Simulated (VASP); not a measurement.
# Mg3Te2O (P6/mmm) in VASP: further runs, part 3 of 3

VASP 6.6.1. The steps go on from the part before.

### Step 5. Single point, PBE

INCAR

```
SYSTEM = Mg3Te2O
PREC = Accurate
ENCUT = 520
EDIFF = 1E-7
ISMEAR = 0
SIGMA = 0.1
LREAL = .FALSE.
LASPH = .TRUE.
NELM = 100
ALGO = Normal
ISIF = 2
LWAVE = .FALSE.
LCHARG = .FALSE.
GGA = PE
NBANDS = 21
```

KPOINTS

```
regular mesh
0
G
  12 12 8
  0 0 0
```

POSCAR

```
Mg3Te2O
1.0
    5.5859878015      0.0000000000      0.0000000000
   -2.7929939008      4.8376073414      0.0000000000
    0.0000000000      0.0000000000      5.3657534680
Mg Te O
3 2 1
Direct
    0.5000000000      0.0000000000      0.0000000000
    0.0000000000      0.5000000000      0.0000000000
    0.5000000000      0.5000000000      0.0000000000
    0.3333333333      0.6666666667      0.5000000000
    0.6666666667      0.3333333333      0.5000000000
    0.0000000000      0.0000000000      0.0000000000
```

Potentials or basis: VASP PAW PBE potentials, release 64 (Mg, Te, O).

Run with:

```sh
$ cat potpaw_PBE.64/Mg/POTCAR potpaw_PBE.64/Te/POTCAR potpaw_PBE.64/O/POTCAR > POTCAR
$ mpirun -np 1 vasp_std > vasp.out
```

OUTCAR:

```text
SYSTEM = Mg3Te2O
   PREC = Accurate
   ENCUT = 520
   EDIFF = 1E-7
   ISMEAR = 0
   LREAL = .FALSE.
   LASPH = .TRUE.
   NELM = 100
   ISIF = 2
   GGA = PE

 ion  position               nearest neighbor table
   1  0.500  0.000  0.000-   6 2.79   6 2.79   2 2.79   2 2.79   3 2.79   3 2.79   5 3.13   5 3.13
                             4 3.13   4 3.13
   2  0.000  0.500  0.000-   3 2.79   3 2.79   1 2.79   1 2.79   6 2.79   6 2.79   5 3.13   5 3.13
                             4 3.13   4 3.13
   3  0.500  0.500  0.000-   2 2.79   2 2.79   6 2.79   6 2.79   1 2.79   1 2.79   5 3.13   5 3.13
                             4 3.13   4 3.13
   4  0.333  0.667  0.500-   2 3.13   2 3.13   1 3.13   1 3.13   3 3.13   3 3.13   5 3.23   5 3.23
                             5 3.23
[... 788 lines left out ...]
  Total       -0.0769965     -0.0769965     -0.0502916      0.0000000      0.0000000      0.0000000
  in kB       -0.8507859     -0.8507859     -0.5557060      0.0000000      0.0000000      0.0000000
  external PRESSURE =      -0.7524260 kB  Pullay stress =       0.0000000 kB

 VOLUME and BASIS-vectors are now :
 -----------------------------------------------------------------------------
  energy-cutoff  :      520.00
  volume of cell :      145.00
      direct lattice vectors                 reciprocal lattice vectors
     5.585987801  0.000000000  0.000000000     0.179019367  0.103356880  0.000000000
    -2.792993901  4.837607341  0.000000000     0.000000000  0.206713759  0.000000000
     0.000000000  0.000000000  5.365753468     0.000000000  0.000000000  0.186367116

 POSITION                                       TOTAL-FORCE (eV/Angst)
 -----------------------------------------------------------------------------------
      2.79299      0.00000      0.00000         0.000000      0.000000      0.000000
     -1.39650      2.41880      0.00000         0.000000      0.000000      0.000000
      1.39650      2.41880      0.00000         0.000000      0.000000      0.000000
     -0.00000      3.22507      2.68288         0.000000     -0.000000     -0.000000
      2.79299      1.61254      2.68288        -0.000000      0.000000      0.000000
      0.00000      0.00000      0.00000         0.000000      0.000000      0.000000
 -----------------------------------------------------------------------------------
    total drift:                               -0.000000      0.000000      0.000000

  FREE ENERGIE OF THE ION-ELECTRON SYSTEM (eV)
  ---------------------------------------------------
  free  energy   TOTEN  =       -16.3253103567 eV

  energy  without entropy=      -16.3152146430  energy(sigma->0) =      -16.32026250
```

OSZICAR:

```text
N       E                     dE             d eps       ncg     rms          rms(c)
DAV:   1     0.863323209022E+02    0.86332E+02   -0.84298E+03  3990   0.906E+02
DAV:   2    -0.979069817467E+01   -0.96123E+02   -0.91457E+02  5235   0.141E+02
DAV:   3    -0.195029669457E+02   -0.97123E+01   -0.95699E+01  4885   0.474E+01
DAV:   4    -0.196703457511E+02   -0.16738E+00   -0.16728E+00  5050   0.664E+00
DAV:   5    -0.196732834701E+02   -0.29377E-02   -0.29376E-02  5133   0.840E-01    0.142E+01
DAV:   6    -0.175833899303E+02    0.20899E+01   -0.16173E+01  4815   0.257E+01    0.131E+01
DAV:   7    -0.167189858259E+02    0.86440E+00   -0.19647E+01  5113   0.120E+01    0.694E+00
DAV:   8    -0.163300609109E+02    0.38892E+00   -0.14826E+00  4938   0.644E+00    0.128E+00
DAV:   9    -0.163263854469E+02    0.36755E-02   -0.17891E-01  4360   0.196E+00    0.891E-01
DAV:  10    -0.163247819912E+02    0.16035E-02   -0.22634E-02  4670   0.761E-01    0.175E-01
DAV:  11    -0.163252148922E+02   -0.43290E-03   -0.22244E-03  4558   0.252E-01    0.884E-02
DAV:  12    -0.163253423158E+02   -0.12742E-03   -0.28783E-04  4486   0.938E-02    0.363E-02
DAV:  13    -0.163253081481E+02    0.34168E-04   -0.99432E-05  5385   0.403E-02    0.673E-03
DAV:  14    -0.163253102952E+02   -0.21471E-05   -0.11932E-05  4548   0.166E-02    0.730E-03
DAV:  15    -0.163253104507E+02   -0.15548E-06   -0.33325E-06  5125   0.759E-03    0.340E-03
DAV:  16    -0.163253103379E+02    0.11277E-06   -0.15064E-06  4825   0.474E-03    0.233E-03
DAV:  17    -0.163253103567E+02   -0.18774E-07   -0.21505E-07  3639   0.205E-03
   1 F= -.16325310E+02 E0= -.16320262E+02  d E =-.100957E-01
```

Run time: 4.2 min. Hardware: 1 thread of Intel Xeon Platinum 8375C at 2.90GHz (Ice Lake), shared host; peak memory 0.44 GiB.

What came out:

```
Free energy            : -16.3253 eV
Pressure               : -0.1 GPa
Band gap on the k mesh : zero (bands 12 and 13 overlap by 1.66 eV)
```

Caveat: spin-orbit coupling is left out, which moves the levels of the heavy elements.

### Step 6. Relaxation of cell and atoms, PBE

INCAR

```
SYSTEM = Mg3Te2O
ALGO     = Normal         ! electronic algorithm
EDIFF    = 1E-6           ! SCF threshold, eV
EDIFFG   = -0.01          ! ionic threshold
ENCUT    = 600            ! plane-wave cutoff, eV
GGA      = PE             ! functional
IBRION   = 2              ! ionic algorithm
ISIF     = 3              ! what is computed and relaxed
ISMEAR   = 0              ! smearing method
LASPH    = .True.         ! aspherical terms in the spheres
LCHARG   = .False.        ! write CHGCAR
LREAL    = .False.        ! projectors in reciprocal space
LWAVE    = .False.        ! write WAVECAR
NELM     = 60             ! most SCF steps
NSW      = 100            ! ionic steps
PREC     = Accurate       ! precision mode
SIGMA    = 0.1            ! smearing width, eV
```

KPOINTS

```
k-points
0
Gamma
  12 12 8
  0 0 0
```

POSCAR: that of step 5 with these lines changed.

```diff
@@ -2,5 +2,5 @@
 1.0
-    5.5859878015      0.0000000000      0.0000000000
-   -2.7929939008      4.8376073414      0.0000000000
-    0.0000000000      0.0000000000      5.3657534680
+    5.5977924724      0.0000000000      0.0000000000
+   -2.7988962362      4.8478304862      0.0000000000
+    0.0000000000      0.0000000000      5.3465369377
 Mg Te O
```

Potentials or basis: VASP PAW PBE potentials, release 64 (Mg, Te, O).

Run with:

```sh
$ cat potpaw_PBE.64/Mg/POTCAR potpaw_PBE.64/Te/POTCAR potpaw_PBE.64/O/POTCAR > POTCAR
$ mpirun -np 1 vasp_std > vasp.out
```

Wall time 11 min (1 thread of Intel Xeon Platinum 8375C at 2.90GHz (Ice Lake), shared host); peak memory 0.56 GiB.

It converged, with:

* Free energy: -16.3265 eV
* Relaxed volume: 24.10 Å³/atom
* Relaxed cell: a = 5.581 Å, b = 5.581 Å, c = 5.361 Å, α = 90.00°, β = 90.00°, γ = 120.00°
* Space group after relaxing (to 0.1 Å): P6/mmm (No. 191)
* Energy gained by relaxing: 0.1 meV/atom
* Ionic steps: 5
* Pressure after relaxing: 0.0 GPa
* Band gap on the k mesh: zero (bands 12 and 13 overlap by 1.66 eV)

Step by step:
```csv
step,energy change (eV),largest force (eV/Å),pressure (GPa),volume (Å³)
1,0.0000,0.0000,-0.14,145.09
2,-0.0006,0.0000,-0.02,144.66
3,-0.0006,0.0000,0.15,144.18
4,-0.0007,0.0000,0.08,144.42
5,-0.0008,0.0000,0.03,144.59
```

Final structure:
```yaml
crystal:
  lattice:
    - [5.58069, 0.00000, 0.00000]
    - [-2.79034, 4.83302, 0.00000]
    - [0.00000, 0.00000, 5.36092]
  atoms:
    - { symbol: Mg, position: [0.50000, 0.00000, 0.00000] }
    - { symbol: Mg, position: [0.00000, 0.50000, 0.00000] }
    - { symbol: Mg, position: [0.50000, 0.50000, 0.00000] }
    - { symbol: Te, position: [0.33333, 0.66667, 0.50000] }
    - { symbol: Te, position: [0.66667, 0.33333, 0.50000] }
    - { symbol: O, position: [0.00000, 0.00000, 0.00000] }
```

Levels at points of the mesh, in eV from the Fermi level:
| k point | band 8 | band 9 | band 10 | band 11 | band 12 | band 13 | band 14 | band 15 | band 16 |
| --- | --- | --- | --- | --- | --- | --- | --- | --- | --- |
| (0.00, 0.00, 0.00) | -2.46 | -2.46 | -2.00 | -0.62 | -0.17 | -0.17 | 0.10 | 3.31 | 3.31 |
| (0.50, 0.00, 0.00) | -3.17 | -1.99 | -1.53 | -0.85 | -0.57 | -0.16 | 0.78 | 2.85 | 3.03 |
| (0.00, 0.00, 0.50) | -2.22 | -2.22 | -0.96 | -0.54 | -0.54 | 0.98 | 0.98 | 1.31 | 3.37 |
| (0.50, 0.00, 0.50) | -2.52 | -1.56 | -0.65 | -0.22 | 0.99 | 0.99 | 1.62 | 2.43 | 2.92 |

Caveat: spin-orbit coupling is left out, which moves the levels of the heavy elements.

### Step 7. Overview

```tsv
task	cell	k mesh	cutoff (eV)	gap on the mesh (eV)	pressure (GPa)	relaxed volume (Å³/atom)
single point	a = 5.598, b = 5.598, c = 5.347 Å, angles 90.0, 90.0, 120.0°, 6 atoms	6 × 6 × 4	520	none	-0.1	-
relaxation of cell and atoms	relaxed from a = 4.793, b = 4.793, c = 7.519 Å, angles 90.0, 90.0, 120.0°, 6 atoms	6 × 6 × 2	600	none	-0.2	23.97
relaxation of cell and atoms	relaxed from a = 5.581, b = 5.581, c = 5.308 Å, angles 90.0, 90.0, 120.0°, 6 atoms	6 × 6 × 4	600	none	0.0	24.07
single point	a = 5.586, b = 5.586, c = 5.366 Å, angles 90.0, 90.0, 120.0°, 6 atoms	12 × 12 × 8	520	none	-0.1	-
relaxation of cell and atoms	relaxed from a = 5.598, b = 5.598, c = 5.347 Å, angles 90.0, 90.0, 120.0°, 6 atoms	12 × 12 × 8	600	none	0.0	24.10
```

Alike in all rows: level PBE; potentials or basis VASP PAW PBE potentials, release 64 (Mg, Te, O); no spin polarisation; smearing gaussian 0.1 eV.

Caveats: some runs use coarse meshes; spin-orbit coupling is left out, which moves the levels of the heavy elements; a cell axis changed by over 15 % at a fixed basis, so the end point is rough (at least some runs).

Absolute energies hang on the potentials; compare differences alone.
